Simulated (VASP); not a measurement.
# Ir (I4/mmm) in VASP: a series of runs

Runs on Ir. Level: PBEsol. Tasks: single point.

Program: VASP 6.6.1. These are calculated values, not measurements. Logs are shortened: lines on timing, memory, paths and dates and some standing lists are left out, and cuts for length are marked.

## (1) The cell of the first run

Symmetry: I4/mmm, No. 139, tetragonal system. The conventional cell has a = 2.715 Å, b = 2.715 Å, c = 3.455 Å, α = 90.00°, β = 90.00°, γ = 90.00°. Ir (site symmetry 4/mmm) has 14 Ir at 2.58 to 3.46 Å within 3.5 Å.

## (2) Single point, PBEsol (strain -0.1000 x Voigt [0, 0, 1, 0, 0, 0])

INCAR reads:

```
SYSTEM = Ir
PREC     = Accurate       ! precision mode
ENCUT    = 520            ! plane-wave cutoff, eV
EDIFF    = 1E-7           ! SCF threshold, eV
ISMEAR   = 0              ! smearing method
SIGMA    = 0.15           ! smearing width, eV
LREAL    = .FALSE.        ! projectors in reciprocal space
LASPH    = .TRUE.         ! aspherical terms in the spheres
NELM     = 80             ! most SCF steps
ALGO     = Fast           ! electronic algorithm
ISIF     = 2              ! what is computed and relaxed
LWAVE    = .FALSE.        ! write WAVECAR
LCHARG   = .FALSE.        ! write CHGCAR
GGA      = PS             ! functional
NBANDS   = 10             ! bands
```

KPOINTS reads:

```
regular mesh
0
G
  22 22 22
  0 0 0
```

POSCAR reads:

```
Ir
1.0
    0.0000000000      1.9197000000      1.7277300000
    1.9197000000      0.0000000000      1.7277300000
    1.9197000000      1.9197000000      0.0000000000
Ir
1
Direct
    0.0000000000      0.0000000000      0.0000000000
```

Potentials or basis: VASP PAW PBE potentials, release 64 (Ir).

The run is started by

```
cat potpaw_PBE.64/Ir/POTCAR > POTCAR
mpirun -np 1 vasp_std > vasp.out
```

OUTCAR:

```text
SYSTEM = Ir
   PREC = Accurate
   ENCUT = 520
   EDIFF = 1E-7
   ISMEAR = 0
   LREAL = .FALSE.
   LASPH = .TRUE.
   NELM = 80
   ISIF = 2
   GGA = PS

 ion  position               nearest neighbor table
   1  0.000  0.000  0.000-

  LATTYP: Found a body centered tetragonal cell.
 ALAT       =     2.7148657757
 C/A-ratio  =     1.2727922061

  Lattice vectors:

 A1 = (   0.0000000000,  -1.9197000000,  -1.7277300000)
 A2 = (   0.0000000000,   1.9197000000,  -1.7277300000)
 A3 = (   1.9197000000,   0.0000000000,   1.7277300000)

Analysis of symmetry for initial positions (statically):
=====================================================================
 Subroutine PRICEL returns:
 Original cell was already a primitive cell.

 Routine SETGRP: Setting up the symmetry group for a
 body centered tetragonal supercell.

 Subroutine GETGRP returns: Found 16 space group operations
 (whereof 16 operations were pure point group operations)
 out of a pool of 16 trial point group operations.

The static configuration has the point symmetry D_4h.

Analysis of symmetry for dynamics (positions and initial velocities):
=====================================================================
 Subroutine PRICEL returns:
 Original cell was already a primitive cell.

 Routine SETGRP: Setting up the symmetry group for a
 body centered tetragonal supercell.

 Subroutine GETGRP returns: Found 16 space group operations
 (whereof 16 operations were pure point group operations)
 out of a pool of 16 trial point group operations.

The dynamic configuration has the point symmetry D_4h.

 Subroutine INISYM returns: Found 16 space group operations
 (whereof 16 operations are pure point group operations),
 and found     1 'primitive' translations

----------------------------------------------------------------------------------------

                                     Primitive cell

  volume of cell :      12.7342

  direct lattice vectors                    reciprocal lattice vectors
     0.000000000  1.919700000  1.727730000    -0.260457363  0.260457363  0.289397070
     1.919700000  0.000000000  1.727730000     0.260457363 -0.260457363  0.289397070
     1.919700000  1.919700000  0.000000000     0.260457363  0.260457363 -0.289397070

  length of vectors
     2.582692208  2.582692208  2.714865776     0.468430080  0.468430080  0.468430080

[... 77 lines left out ...]
   NELM   =     80;   NELMIN=  2; NELMDL= -5     # of ELM steps
   EDIFF  = 0.1E-06   stopping-criterion for ELM
   LREAL  =      F    real-space projection
   EDIFFG = 0.1E-05   stopping-criterion for IOM
   NSW    =      0    number of steps for IOM
   IBRION =     -1    ionic relax: 0-MD 1-quasi-New 2-CG
   NFREE  =      0    steps in history (QN), initial steepest desc. (CG)
   ISIF   =      2    stress and relaxation
   ISYM   =      2    0-nonsym 1-usesym 2-fastsym
   POTIM  = 0.5000    time-step for ionic-motion
   TEBEG  =    0.0;   TEEND  =   0.0 temperature during run
   PSTRESS=    0.0 pullay stress
   NELECT =       9.0000    total number of electrons
   NUPDOWN=      -1.0000    fix difference up-down
   EMIN   =  10.00;   EMAX   =-10.00  energy-range for DOS
   EFERMI =   0.00;   METHOD = LEGACY
   ISMEAR =     0;   SIGMA  =   0.15  broadening in eV -4-tet -1-fermi 0-gaus
   EFERMI_NEDOS =   21; number of points for ismear=-14 and -15
   IALGO  =     68    algorithm
   IMIX   =      4    mixing-type and parameters
     AMIX     =   0.40;   BMIX     =  1.00
     AMIX_MAG =   1.60;   BMIX_MAG =  1.00
  volume/ion in A,a.u.               =      12.73        85.93
  Fermi-wavevector in a.u.,A,eV,Ry     =   1.458248  2.755690 28.932626  2.126488
  Thomas-Fermi vector in A             =   2.574955
   LORBIT       =      0    0 simple, 1 ext, 2 COOP (PROOUT), +10 PAW based schemes
   GGA     = PS    functional components
   LHFCALC =     F    Hartree Fock is set to
   AEXX    =    0.0000 exact exchange contribution
   IVDW    =     0    specifies the selected vdW correction
   LEPSILON=     F    determine dielectric tensor
   LRPA    =     F    only Hartree local field effects (RPA)
 non-spin polarized calculation
 RMM-DIIS sequential band-by-band and
 Gauss-broadening in eV      SIGMA  =   0.15
  energy-cutoff  :      520.00
  volume of cell :       12.73
 maximum number of plane-waves:       355
   NGX =  9   NGY =  9   NGZ =  9

 number of electron       8.9999999 magnetization

 Free energy of the ion-electron system (eV)
  ---------------------------------------------------
  ext. energy  EPLUGINS =         0.00000000
  ---------------------------------------------------
  free energy    TOTEN  =        -9.48945928 eV

  energy without entropy =       -9.47893926  energy(sigma->0) =       -9.48419927

 E-fermi :  12.1207     XC(G=0): -14.7226

 val. band max:       12.1122985278   @ k =   0.4091   0.1364   0.0455
 cond. band min:      12.1253265451   @ k =  -0.4545   0.4091   0.0455
 fundamental gap:      0.0130280173
 Fermi energy:        12.1207461651

 k-point     1 :       0.0000    0.0000    0.0000
  band No.  band energies     occupation
      1      -0.1894      2.00000
      2       7.2170      2.00000
      3       7.2170      2.00000
      4       8.6574      2.00000
      5       9.7219      2.00000
      6      11.6516      1.99999
      7      26.4495      0.00000
      8      31.1707      0.00000
      9      31.1707      0.00000
     10      35.4513      0.00000
[... 287 lines left out ...]
 k-point    24 :      -0.4545    0.0455    0.0000
  band No.  band energies     occupation
      1       2.9516      2.00000
      2       6.7497      2.00000
      3       8.2497      2.00000
      4      10.5933      2.00000
      5      13.2484      0.00000
      6      13.5808      0.00000
      7      20.9050      0.00000
      8      25.9499      0.00000
      9      32.3584      0.00000
     10      33.7995      0.00000

 [... further k-points ...]
[... 5 lines left out ...]
  --------------------------------------------------------------------------------------
  -------------------------------------------------------------------------------------
  Total        3.0149049      3.0149049      6.7283785      0.0000000     -0.0000000      0.0000000
  in kB      379.3251155    379.3251155    846.5417796      0.0000000     -0.0000000      0.0000000
  external PRESSURE =     535.0640035 kB  Pullay stress =       0.0000000 kB

 VOLUME and BASIS-vectors are now :
 -----------------------------------------------------------------------------
  energy-cutoff  :      520.00
  volume of cell :       12.73
      direct lattice vectors                 reciprocal lattice vectors
     0.000000000  1.919700000  1.727730000    -0.260457363  0.260457363  0.289397070
     1.919700000  0.000000000  1.727730000     0.260457363 -0.260457363  0.289397070
     1.919700000  1.919700000  0.000000000     0.260457363  0.260457363 -0.289397070

 POSITION                                       TOTAL-FORCE (eV/Angst)
 -----------------------------------------------------------------------------------
      0.00000      0.00000      0.00000         0.000000      0.000000     -0.000000
 -----------------------------------------------------------------------------------
    total drift:                               -0.000000      0.000000      0.000000

  FREE ENERGIE OF THE ION-ELECTRON SYSTEM (eV)
  ---------------------------------------------------
  free  energy   TOTEN  =        -9.4894592797 eV

  energy  without entropy=       -9.4789392618  energy(sigma->0) =       -9.48419927
```

OSZICAR:

```text
N       E                     dE             d eps       ncg     rms          rms(c)
DAV:   1     0.488581829582E+02    0.48858E+02   -0.44681E+03 16792   0.836E+02
[... 11 lines left out ...]
RMM:  13    -0.948955301406E+01   -0.67803E-05   -0.11324E-05 23184   0.235E-02    0.395E-01
RMM:  14    -0.948946706976E+01    0.85944E-04   -0.13799E-04 28509   0.137E-01    0.113E-01
RMM:  15    -0.948946132683E+01    0.57429E-05   -0.89718E-06 23071   0.353E-02    0.269E-02
RMM:  16    -0.948946004175E+01    0.12851E-05   -0.33544E-06 21689   0.172E-02    0.133E-02
RMM:  17    -0.948945968247E+01    0.35928E-06   -0.71730E-07 18295   0.827E-03    0.129E-02
RMM:  18    -0.948945922464E+01    0.45782E-06   -0.62788E-07 19526   0.981E-03    0.119E-02
RMM:  19    -0.948945927971E+01   -0.55062E-07   -0.17469E-07 12709   0.371E-03
   1 F= -.94894593E+01 E0= -.94841993E+01  d E =-.105200E-01
```

stdout:

```text
POSCAR found type information on POSCAR Ir
 POSCAR found :  1 types and       1 ions
 scaLAPACK will be used
 -----------------------------------------------------------------------------
|                                                                             |
|                                                                             |
|     You enforced a specific xc type in the INCAR file but a different       |
|     I HOPE YOU KNOW WHAT YOU ARE DOING!                                     |
|                                                                             |
 -----------------------------------------------------------------------------

 LDA part: xc-table for (Slater+PW92), standard interpolation
 POSCAR, INCAR and KPOINTS ok, starting setup
 FFT: planning ... GRIDC
 FFT: planning ... GRID_SOFT
 FFT: planning ... GRID
 WAVECAR not read
 entering main loop
```

It took 88 s on 1 thread of Intel Xeon Platinum 8488C (Sapphire Rapids), shared host; peak memory 0.22 GiB.

Results:

- Free energy: -9.4895 eV
- Pressure: 53.5 GPa
- Band gap on the k mesh: zero (an odd number of electrons rules out a gap without spin polarisation)

Stress tensor (GPa, compression positive):
```
37.93  0.00  0.00
 0.00 37.93  0.00
 0.00  0.00 84.65
```

Caveat: the cell differs from its parent crystal (strain -0.1000 x Voigt [0, 0, 1, 0, 0, 0]); the cell stands under pressure; the PAW data sets were made with another functional, which shifts forces and pressure a little; spin-orbit coupling is left out, which moves the levels of the heavy elements.

## (3) Single point, PBEsol (strain -0.0500 x Voigt [0, 0, 1, 0, 0, 0])

INCAR reads:

```
PREC = Accurate ; ENCUT = 520
EDIFF = 1E-7 ; ISMEAR = 0
SIGMA = 0.15 ; LREAL = False
LASPH = True ; NELM = 100
ALGO = Normal ; ISIF = 2
LWAVE = False ; LCHARG = True
GGA = PS ; LELF = True
LVHAR = True ; NBANDS = 10
```

KPOINTS reads:

```
regular mesh
0
Gamma
  22 22 22
```

POSCAR reads:

```
Ir
1.0
    0.0000000000      1.9197000000      1.8237150000
    1.9197000000      0.0000000000      1.8237150000
    1.9197000000      1.9197000000      0.0000000000
Ir
1
Direct
    0.0000000000      0.0000000000      0.0000000000
```

Potentials or basis: VASP PAW PBE potentials, release 64 (Ir).

The run is started by

```
cat potpaw_PBE.64/Ir/POTCAR > POTCAR
mpirun -np 1 vasp_std > vasp.out
```

Run time: 55 s. Hardware: 1 thread of Intel Xeon Platinum 8488C (Sapphire Rapids), shared host; peak memory 0.23 GiB.

Results (log left out):

```
Free energy            : -9.7509 eV
Pressure               : 21.3 GPa
Band gap on the k mesh : zero (an odd number of electrons rules out a gap without spin polarisation)
```

Stress tensor (GPa, compression positive):
```
14.14  0.00  0.00
 0.00 14.14  0.00
 0.00  0.00 35.52
```

Levels at points of the mesh, in eV from the Fermi level:
```
           k point  band 1  band 2  band 3  band 4  band 5  band 6  band 7  band 8
(0.00, 0.00, 0.00)  -11.72   -4.39   -4.39   -3.71   -1.73   -0.80   14.29   19.54
(0.50, 0.00, 0.00)   -8.67   -4.68   -3.90   -0.91    0.81    1.25    7.83   13.74
(0.50, 0.50, 0.00)   -8.48   -7.97    0.98    1.70    1.70    2.47   11.31   11.31
(0.50, 0.00, 0.50)   -8.54   -7.87    0.99    1.29    1.31    1.97   10.76   11.94
```

Caveat: the cell differs from its parent crystal (strain -0.0500 x Voigt [0, 0, 1, 0, 0, 0]); the cell stands under pressure; the PAW data sets were made with another functional, which shifts forces and pressure a little; spin-orbit coupling is left out, which moves the levels of the heavy elements.

## (4) Single point, PBEsol (strain +0.1000 x Voigt [0, 0, 1, 0, 0, 0])

INCAR reads:

```
SYSTEM = Ir
ALGO = Normal
EDIFF = 1E-7
ENCUT = 520
GGA = PS
ISIF = 2
ISMEAR = 0
LASPH = .True.
LCHARG = .False.
LREAL = .False.
LWAVE = .False.
NBANDS = 10
NELM = 100
PREC = Accurate
SIGMA = 0.15
```

KPOINTS reads:

```
k-points
0
Gamma
  22 22 22
  0 0 0
```

POSCAR reads:

```
Ir
1.0
    0.0000000000      1.9197000000      2.1116700000
    1.9197000000      0.0000000000      2.1116700000
    1.9197000000      1.9197000000      0.0000000000
Ir
1
Direct
    0.0000000000      0.0000000000      0.0000000000
```

The run is started by

```
cat potpaw_PBE.64/Ir/POTCAR > POTCAR
mpirun -np 1 vasp_std > vasp.out
```

It took 53 s on 1 thread of Intel Xeon Platinum 8488C (Sapphire Rapids), shared host; peak memory 0.26 GiB.

The run converged. Its results:

```
Free energy            : -9.5858 eV
Pressure               : -28.1 GPa
Band gap on the k mesh : zero (an odd number of electrons rules out a gap without spin polarisation)
```

Stress tensor (GPa, compression positive):
```
-19.13   0.00   0.00
  0.00 -19.13   0.00
  0.00   0.00 -45.99
```

Levels at points of the mesh, in eV from the Fermi level:
| k point | band 1 | band 2 | band 3 | band 4 | band 5 | band 6 | band 7 | band 8 | band 9 |
| --- | --- | --- | --- | --- | --- | --- | --- | --- | --- |
| (0.00, 0.00, 0.00) | -10.15 | -4.06 | -2.89 | -2.89 | -1.80 | -0.29 | 14.65 | 17.93 | 20.37 |
| (0.50, 0.00, 0.00) | -7.12 | -3.95 | -2.82 | -0.49 | 0.53 | 1.01 | 6.44 | 13.74 | 18.45 |
| (0.50, 0.50, 0.00) | -6.98 | -6.33 | 0.57 | 0.90 | 1.18 | 1.18 | 7.71 | 12.43 | 12.43 |
| (0.50, 0.00, 0.50) | -6.81 | -6.29 | 0.60 | 0.68 | 1.87 | 2.37 | 10.14 | 10.43 | 11.13 |

Caveat: the cell differs from its parent crystal (strain +0.1000 x Voigt [0, 0, 1, 0, 0, 0]); the cell stands under tension; the PAW data sets were made with another functional, which shifts forces and pressure a little; spin-orbit coupling is left out, which moves the levels of the heavy elements.

## (5) The runs side by side

```tsv
cell	gap on the mesh (eV)	pressure (GPa)
a = 2.583, b = 2.583, c = 2.715 Å, angles 58.3, 58.3, 63.4°, 1 atom	none	53.5
a = 2.648, b = 2.648, c = 2.715 Å, angles 59.2, 59.2, 61.7°, 1 atom	none	21.3
a = 2.854, b = 2.854, c = 2.715 Å, angles 61.6, 61.6, 56.8°, 1 atom	none	-28.1
```

Alike in all rows: task single point; level PBEsol; potentials or basis VASP PAW PBE potentials, release 64 (Ir); no spin polarisation; k mesh 22 × 22 × 22; cutoff (eV) 520; smearing gaussian 0.15 eV.

Caveats: the PAW data sets were made with another functional, which shifts forces and pressure a little; spin-orbit coupling is left out, which moves the levels of the heavy elements; the cell stands under pressure (at least some runs); the cell stands under tension (at least some runs).

Absolute energies hang on the potentials; compare differences alone.
